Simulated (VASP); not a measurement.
**CuO (Tenorite): single point with SVWN5**

Crystal: CuO (Tenorite).

```
CELL_PARAMETERS angstrom
2.38778 -1.74486 0.00000
2.38778 1.74486 0.00000
-0.86670 0.00000 5.15707
ATOMIC_POSITIONS crystal
Cu 0.50000 0.00000 0.50000
Cu 0.00000 0.50000 0.00000
O 0.41840 0.58160 0.75000
O 0.58160 0.41840 0.25000
```

```json
{
 "Program": "VASP 6.6.1",
 "Task": "single point",
 "Functional": "SVWN5",
 "Potentials or basis": "VASP PAW PBE potentials, release 64 (Cu_sv_GW, O)",
 "Cutoff": "700 eV",
 "k mesh": "10 × 10 × 5",
 "Occupations": "fermi-dirac, width 0.05 eV",
 "Spin": "no spin polarisation",
 "Dipole correction": "no",
 "Second run": "valence_matched",
 "Further INCAR settings": "ALGO = Normal; EDIFF = 1e-06; NBANDS = 33"
}
```

```
Pressure               : -20.3 GPa
Largest force          : 0.616 eV/Å
Band gap on the k mesh : zero (band 25 reaches 4.79 eV, above the bottom of band 26 at 4.19 eV)
```

Forces in eV/Å, atoms in the order of the input:
```
Cu   0.000  0.000  0.000
Cu   0.000  0.000  0.000
O    0.000 -0.616  0.000
O    0.000  0.616  0.000
```

Stress tensor (GPa, compression positive):
```
-21.72   0.00   1.43
  0.00 -14.63   0.00
  1.43   0.00 -24.69
```

Levels at points of the mesh, in eV from the Fermi level:
```
           k point  band 22  band 23  band 24  band 25  band 26  band 27  band 28  band 29
(0.00, 0.00, 0.00)    -2.04    -1.98    -1.51     0.22     0.89     1.49     5.86     7.69
(0.50, 0.00, 0.00)    -1.46    -1.36    -1.30    -0.01     0.26     4.72     5.94     6.59
(0.50, 0.50, 0.00)    -1.96    -1.62    -1.11    -0.60     1.01     3.37     6.67     8.27
```

Run time: 2.8 min on 1 thread of Intel(R) Xeon(R) 6975P-C (Granite Rapids), with other jobs on the host, peak memory 0.39 GiB.

Caveat: the PAW data sets were made with another functional, which shifts forces and pressure a little; semilocal functionals often make such compounds metallic where correlation or magnetic order opens a gap, which also shifts bond lengths.
